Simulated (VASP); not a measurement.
Set up this calculation in VASP 6.6.1, as the native input.

```
Task                   : single point
Functional             : PBE
Potentials or basis    : VASP PAW PBE potentials, release 64 (Re)
Cutoff                 : 520 eV
k mesh                 : 10 × 10 × 10
Occupations            : gaussian, width 0.15 eV
Spin                   : no spin polarisation
Dipole correction      : no
Further INCAR settings : ALGO = Normal; EDIFF = 1e-06; NBANDS = 10
```

The structure of Re lies in POSCAR:

```
Re
1.0
    0.0000000000      2.3087816547      1.4526854171
    2.3087816547      0.0000000000      1.4526854171
    2.3087816547      2.3087816547      0.0000000000
Re
1
Direct
    0.0000000000      0.0000000000      0.0000000000
```

This cell differs from its parent crystal: volume 15.487 Å^3 an atom, c/a of the conventional cell 0.6292.

These files were run (other wordings do the same):

INCAR

```
SYSTEM = Re
ALGO     = Normal         ! electronic algorithm
EDIFF    = 1E-6           ! SCF threshold, eV
ENCUT    = 520            ! plane-wave cutoff, eV
GGA      = PE             ! functional
ISIF     = 2              ! what is computed and relaxed
ISMEAR   = 0              ! smearing method
LASPH    = .True.         ! aspherical terms in the spheres
LCHARG   = .True.         ! write CHGCAR
LELF     = .True.         ! ELF
LREAL    = .False.        ! projectors in reciprocal space
LVHAR    = .True.       
LWAVE    = .False.        ! write WAVECAR
NBANDS   = 10             ! bands
NELM     = 100            ! most SCF steps
PREC     = Accurate       ! precision mode
SIGMA    = 0.15           ! smearing width, eV
```

KPOINTS

```
k-points
0
Gamma
  10 10 10
  0 0 0
```

Potentials or basis: VASP PAW PBE potentials, release 64 (Re).

Launch:

```bash
$ cat potpaw_PBE.64/Re/POTCAR > POTCAR
$ mpirun -np 1 vasp_std > vasp.out
```

Results of the run:

```yaml
Pressure: -8.2 GPa
```

Run time: 16 s on 1 thread of Intel(R) Xeon(R) Platinum 8375C CPU @ 2.90GHz (Ice Lake), with other jobs on the host, peak memory 0.14 GiB.
